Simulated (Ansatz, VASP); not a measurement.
## Bi: VASP beside Ansatz

```xyz
1
Lattice="-1.7169 1.7169 2.6884 1.7169 -1.7169 2.6884 1.7169 1.7169 -2.6884" Properties=species:S:1:pos:R:3 pbc="T T T"
Bi    0.0000    0.0000    0.0000
```

Alike in both runs: task single point; functional PBE; dispersion D3(BJ); k mesh 18 × 18 × 18; occupations gaussian, width 0.15 eV; no spin polarisation.

```csv
,VASP,Ansatz
version,VASP 6.6.1,Ansatz 0.2.0
potentials or method,"VASP PAW PBE potentials, release 64 (Bi_d), cutoff 520 eV","scalar-relativistic, plane waves, PAW"
valence electrons in the cell,15,15
```

Ansatz gave:

```
gap on the k mesh at the Fermi level (eV)                     : none
pressure (GPa)                                                : -2.2
traceless stress, the component that is largest in VASP (GPa) : 0.38
```

Task: Which values does VASP return?

Result: gap on the k mesh at the Fermi level (eV): none; pressure (GPa): -2.3; traceless stress, the component that is largest in VASP (GPa): 0.38.

A gap of «none» marks a metal or a gap that the smearing closes.

Neither program's run includes spin-orbit coupling.
